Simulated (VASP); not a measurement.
# SnSe (Fm-3m) in VASP: notebook

The runs below take SnSe through single point, with PBEsol.

Everything below comes from runs of VASP 6.6.1. Logs are shortened: lines on timing, memory, paths and dates and some standing lists are left out, and cuts for length are marked.

## Step 1: The cell of the first run

The structure is cubic, space group Fm-3m (No. 225). The conventional cell has a = 5.346 Å, b = 5.346 Å, c = 5.346 Å, α = 90.00°, β = 90.00°, γ = 90.00°. Within 3.5 Å of Sn (site symmetry m-3m) lie 6 Se at 2.67 Å. Se (site symmetry m-3m) has 6 Sn at 2.67 Å within 3.5 Å.

## Step 2: Single point, PBEsol

Input file INCAR:

```
  ALGO = Normal
  EDIFF = 1E-7
  ENCUT = 520
  GGA = PS
  ISIF = 2
  ISMEAR = -1
  LASPH = T
  LCHARG = F
  LREAL = F
  LWAVE = F
  NBANDS = 17
  NELM = 80
  PREC = Accurate
  SIGMA = 0.05
```

Input file KPOINTS:

```
k-points
0
Gamma
  10 10 10
```

Input file POSCAR:

```
SnSe
1.0
    0.0000000000      2.6729761406      2.6729761406
    2.6729761406      0.0000000000      2.6729761406
    2.6729761406      2.6729761406      0.0000000000
Sn Se
1 1
Direct
    0.0000000000      0.0000000000      0.0000000000
    0.5000000000      0.5000000000      0.5000000000
```

Potentials or basis: VASP PAW PBE potentials, release 64 (Sn_d, Se).

On the command line:

```console
$ cat potpaw_PBE.64/Sn_d/POTCAR potpaw_PBE.64/Se/POTCAR > POTCAR
$ mpirun -np 1 vasp_std > vasp.out
```

OUTCAR:

```text
EDIFF = 1E-7
   ENCUT = 520
   GGA = PS
   ISIF = 2
   ISMEAR = -1
   LASPH = T
   LREAL = F
   NELM = 80
   PREC = Accurate

 ion  position               nearest neighbor table
   1  0.000  0.000  0.000-   2 2.67   2 2.67   2 2.67   2 2.67   2 2.67   2 2.67
   2  0.500  0.500  0.500-   1 2.67   1 2.67   1 2.67   1 2.67   1 2.67   1 2.67

  LATTYP: Found a face centered cubic cell.
 ALAT       =     5.3459522812

  Lattice vectors:

 A1 = (   0.0000000000,   2.6729761406,   2.6729761406)
 A2 = (   2.6729761406,   0.0000000000,   2.6729761406)
 A3 = (   2.6729761406,   2.6729761406,   0.0000000000)

Analysis of symmetry for initial positions (statically):
=====================================================================
 Subroutine PRICEL returns:
 Original cell was already a primitive cell.

 Routine SETGRP: Setting up the symmetry group for a
 face centered cubic supercell.

 Subroutine GETGRP returns: Found 48 space group operations
 (whereof 48 operations were pure point group operations)
 out of a pool of 48 trial point group operations.

The static configuration has the point symmetry O_h .

Analysis of symmetry for dynamics (positions and initial velocities):
=====================================================================
 Subroutine PRICEL returns:
 Original cell was already a primitive cell.

 Routine SETGRP: Setting up the symmetry group for a
 face centered cubic supercell.

 Subroutine GETGRP returns: Found 48 space group operations
 (whereof 48 operations were pure point group operations)
 out of a pool of 48 trial point group operations.

The dynamic configuration has the point symmetry O_h .

 Subroutine INISYM returns: Found 48 space group operations
 (whereof 48 operations are pure point group operations),
 and found     1 'primitive' translations

----------------------------------------------------------------------------------------

                                     Primitive cell

  volume of cell :      38.1958

  direct lattice vectors                    reciprocal lattice vectors
     0.000000000  2.672976141  2.672976141    -0.187057412  0.187057412  0.187057412
     2.672976141  0.000000000  2.672976141     0.187057412 -0.187057412  0.187057412
     2.672976141  2.672976141  0.000000000     0.187057412  0.187057412 -0.187057412

  length of vectors
[... 77 lines left out ...]
   LNONCOLLINEAR =      F non collinear calculations
   LSORBIT =      F    spin-orbit coupling
   LASPH  =      T    aspherical Exc in radial PAW
   ENCUT  =  520.0 eV  38.22 Ry    6.18 a.u.   7.03  7.03  7.03*2*pi/ulx,y,z
   NELM   =     80;   NELMIN=  2; NELMDL= -5     # of ELM steps
   EDIFF  = 0.1E-06   stopping-criterion for ELM
   LREAL  =      F    real-space projection
   EDIFFG = 0.1E-05   stopping-criterion for IOM
   NSW    =      0    number of steps for IOM
   IBRION =     -1    ionic relax: 0-MD 1-quasi-New 2-CG
   NFREE  =      0    steps in history (QN), initial steepest desc. (CG)
   ISIF   =      2    stress and relaxation
   ISYM   =      2    0-nonsym 1-usesym 2-fastsym
   POTIM  = 0.5000    time-step for ionic-motion
   TEBEG  =    0.0;   TEEND  =   0.0 temperature during run
   PSTRESS=    0.0 pullay stress
   NELECT =      20.0000    total number of electrons
   NUPDOWN=      -1.0000    fix difference up-down
   EMIN   =  10.00;   EMAX   =-10.00  energy-range for DOS
   EFERMI =   0.00;   METHOD = LEGACY
   ISMEAR =    -1;   SIGMA  =   0.05  broadening in eV -4-tet -1-fermi 0-gaus
   EFERMI_NEDOS =   21; number of points for ismear=-14 and -15
   IALGO  =     38    algorithm
   IMIX   =      4    mixing-type and parameters
     AMIX     =   0.40;   BMIX     =  1.00
     AMIX_MAG =   1.60;   BMIX_MAG =  1.00
  volume/ion in A,a.u.               =      19.10       128.88
  Fermi-wavevector in a.u.,A,eV,Ry     =   1.319511  2.493515 23.689237  1.741110
  Thomas-Fermi vector in A             =   2.449404
   LORBIT       =      0    0 simple, 1 ext, 2 COOP (PROOUT), +10 PAW based schemes
   GGA     = PS    functional components
   LHFCALC =     F    Hartree Fock is set to
   AEXX    =    0.0000 exact exchange contribution
   IVDW    =     0    specifies the selected vdW correction
   LEPSILON=     F    determine dielectric tensor
   LRPA    =     F    only Hartree local field effects (RPA)
 non-spin polarized calculation
  energy-cutoff  :      520.00
  volume of cell :       38.20
 maximum number of plane-waves:      1056
   NGX = 13   NGY = 13   NGZ = 13

 number of electron      19.9999991 magnetization

 Free energy of the ion-electron system (eV)
  ---------------------------------------------------
  ext. energy  EPLUGINS =         0.00000000
  ---------------------------------------------------
  free energy    TOTEN  =        -7.76349564 eV

  energy without entropy =       -7.76043061  energy(sigma->0) =       -7.76196312

 E-fermi :  10.6921     XC(G=0): -11.4764

 val. band max:       10.6630943267   @ k =  -0.2000   0.2000   0.0000
 cond. band min:      10.7645110364   @ k =  -0.4000   0.2000   0.1000
 fundamental gap:      0.1014167097
 Fermi energy:        10.6921495433

 k-point     1 :       0.0000    0.0000    0.0000
  band No.  band energies     occupation
      1     -11.6295      2.00000
      2     -11.6295      2.00000
      3     -11.6045      2.00000
      4     -11.6045      2.00000
      5     -11.6045      2.00000
      6      -6.7926      2.00000
[... 457 lines left out ...]
      4     -11.5485      2.00000
      5     -11.5450      2.00000
      6      -4.8165      2.00000
[... 9 lines left out ...]
     16      22.1331      0.00000
     17      22.7529      0.00000

 [... further k-points ...]

------------------------ aborting loop because EDIFF is reached ----------------------------------------

  FORCE on cell =-STRESS in cart. coord.  units (eV):
  Direction    XX          YY          ZZ          XY          YZ          ZX
  --------------------------------------------------------------------------------------
  -------------------------------------------------------------------------------------
  Total        8.4976494      8.4976494      8.4976494     -0.0000000      0.0000000      0.0000000
  in kB      356.4463297    356.4463297    356.4463297     -0.0000000      0.0000000      0.0000000
  external PRESSURE =     356.4463297 kB  Pullay stress =       0.0000000 kB

 VOLUME and BASIS-vectors are now :
 -----------------------------------------------------------------------------
  energy-cutoff  :      520.00
  volume of cell :       38.20
      direct lattice vectors                 reciprocal lattice vectors
     0.000000000  2.672976141  2.672976141    -0.187057412  0.187057412  0.187057412
     2.672976141  0.000000000  2.672976141     0.187057412 -0.187057412  0.187057412
     2.672976141  2.672976141  0.000000000     0.187057412  0.187057412 -0.187057412

 POSITION                                       TOTAL-FORCE (eV/Angst)
 -----------------------------------------------------------------------------------
      0.00000      0.00000      0.00000         0.000000     -0.000000     -0.000000
      2.67298      2.67298      2.67298        -0.000000      0.000000      0.000000
 -----------------------------------------------------------------------------------
    total drift:                               -0.000000      0.000000      0.000000

  FREE ENERGIE OF THE ION-ELECTRON SYSTEM (eV)
  ---------------------------------------------------
  free  energy   TOTEN  =        -7.7634956357 eV

  energy  without entropy=       -7.7604306082  energy(sigma->0) =       -7.76196312
```

OSZICAR:

```text
N       E                     dE             d eps       ncg     rms          rms(c)
DAV:   1     0.134924305703E+03    0.13492E+03   -0.99507E+03  1648   0.162E+03
DAV:   2     0.334849651330E+01   -0.13158E+03   -0.12717E+03  1686   0.368E+02
DAV:   3    -0.762072816083E+01   -0.10969E+02   -0.10868E+02  1974   0.906E+01
DAV:   4    -0.785481680937E+01   -0.23409E+00   -0.23387E+00  1929   0.136E+01
DAV:   5    -0.786059878769E+01   -0.57820E-02   -0.57816E-02  2101   0.214E+00    0.661E+00
DAV:   6    -0.777974718047E+01    0.80852E-01   -0.10662E-01  2346   0.310E+00    0.402E+00
DAV:   7    -0.776483083897E+01    0.14916E-01   -0.51107E-02  2224   0.156E+00    0.724E-01
DAV:   8    -0.776347547804E+01    0.13554E-02   -0.69245E-03  2316   0.843E-01    0.111E-01
DAV:   9    -0.776349526032E+01   -0.19782E-04   -0.33845E-04  1886   0.178E-01    0.544E-02
DAV:  10    -0.776349583203E+01   -0.57172E-06   -0.17347E-05  2287   0.424E-02    0.140E-02
DAV:  11    -0.776349547545E+01    0.35658E-06   -0.39431E-06  2384   0.253E-02    0.538E-03
DAV:  12    -0.776349569562E+01   -0.22018E-06   -0.36430E-07  1786   0.448E-03    0.174E-03
DAV:  13    -0.776349563568E+01    0.59945E-07   -0.64138E-08   919   0.168E-03
   1 F= -.77634956E+01 E0= -.77619631E+01  d E =-.306503E-02
```

stdout:

```text
POSCAR found type information on POSCAR SnSe
 POSCAR found :  2 types and       2 ions
 scaLAPACK will be used
 -----------------------------------------------------------------------------
|                                                                             |
|                                                                             |
|     You enforced a specific xc type in the INCAR file but a different       |
|     I HOPE YOU KNOW WHAT YOU ARE DOING!                                     |
|                                                                             |
 -----------------------------------------------------------------------------

 LDA part: xc-table for (Slater+PW92), standard interpolation
 POSCAR, INCAR and KPOINTS ok, starting setup
 FFT: planning ... GRIDC
 FFT: planning ... GRID_SOFT
 FFT: planning ... GRID
 WAVECAR not read
 entering main loop
```

Wall time 52 s (1 thread of AMD EPYC 7R13, shared host); peak memory 0.15 GiB.

What came out:

```yaml
Free_energy: -7.7635 eV
Pressure: 35.6 GPa
Band_gap_on_the_k_mesh: 0.10 eV, indirect (least direct gap 0.49 eV)
```

Levels at points of the mesh, in eV from the valence-band top:
```tsv
k point	band 7	band 8	band 9	band 10	band 11	band 12	band 13	band 14
(0.00, 0.00, 0.00)	-4.03	-3.85	-3.85	-3.85	4.78	4.78	4.78	5.18
(0.50, 0.00, 0.00)	-11.00	-3.43	-3.43	-0.94	0.27	0.27	1.76	8.78
(0.50, 0.50, 0.00)	-8.93	-6.76	-6.13	-6.13	1.00	7.07	7.07	7.95
```

Caveat: the PAW data sets were made with another functional, which shifts forces and pressure a little; spin-orbit coupling is left out, which moves the levels of the heavy elements. A k mesh can miss the band edges.

[end of part 1 of 2]
